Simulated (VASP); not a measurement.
**H2Pt (CdI2 type): electric field gradients with PBE**

Crystal: H2Pt (CdI2 type).

```
CELL_PARAMETERS angstrom
2.88746 0.00000 0.00000
-1.44373 2.50061 0.00000
0.00000 0.00000 4.68892
ATOMIC_POSITIONS crystal
Pt 0.00000 0.00000 0.00000
H 0.33333 0.66667 0.17888
H 0.66667 0.33333 0.82112
```

| Quantity | Value |
| --- | --- |
| Program | VASP 6.6.1 |
| Task | electric field gradients |
| Functional | PBE |
| Potentials or basis | VASP PAW PBE potentials, release 64 (Pt, H) |
| Cutoff | 520 eV |
| k mesh | 14 × 14 × 8 |
| Occupations | fermi-dirac, width 0.05 eV |
| Spin | no spin polarisation |
| Dipole correction | no |
| Further INCAR settings | ALGO = Normal; EDIFF = 1e-08; NBANDS = 13 |

| Property | Result |
| --- | --- |
| Pressure | -0.1 GPa |
| Largest force | 0.008 eV/Å |
| Band gap on the k mesh | zero (band 6 reaches 5.75 eV, above the bottom of band 7 at 2.05 eV) |

Forces in eV/Å, atoms in the order of the input:
```
Pt   0.000  0.000  0.000
H    0.000  0.000  0.008
H    0.000  0.000 -0.008
```

Stress tensor (GPa, compression positive):
```
-0.14  0.00  0.00
 0.00 -0.14  0.00
 0.00  0.00 -0.05
```

Levels at points of the mesh, in eV from the Fermi level:
```tsv
k point	band 4	band 5	band 6	band 7	band 8	band 9
(0.00, 0.00, 0.00)	-3.97	-3.80	-1.73	-1.73	6.12	9.14
(0.50, 0.00, 0.00)	-2.41	-2.40	-0.80	2.57	5.56	7.73
(0.00, 0.00, 0.50)	-4.02	-3.30	-1.75	-1.75	5.65	12.07
(0.50, 0.00, 0.50)	-2.42	-2.10	-0.80	2.94	3.77	6.32
```

Electric field gradients, principal values (V/Å²):
| atom | least | middle | greatest (by size) |
| --- | --- | --- | --- |
| 1 Pt | -182.148 | -182.149 | 364.297 |
| 2 H | 0.833 | 0.835 | -1.668 |
| 3 H | 0.833 | 0.835 | -1.668 |

Run time: 23 s on 1 thread of Intel(R) Xeon(R) 6975P-C (Granite Rapids) (shared host), peak memory 0.21 GiB.

Caveat: without QUAD_EFG the Cq values of the log hold for a quadrupole moment of 1 mb, not for the nuclei; spin-orbit coupling is left out, which moves the levels of the heavy elements.
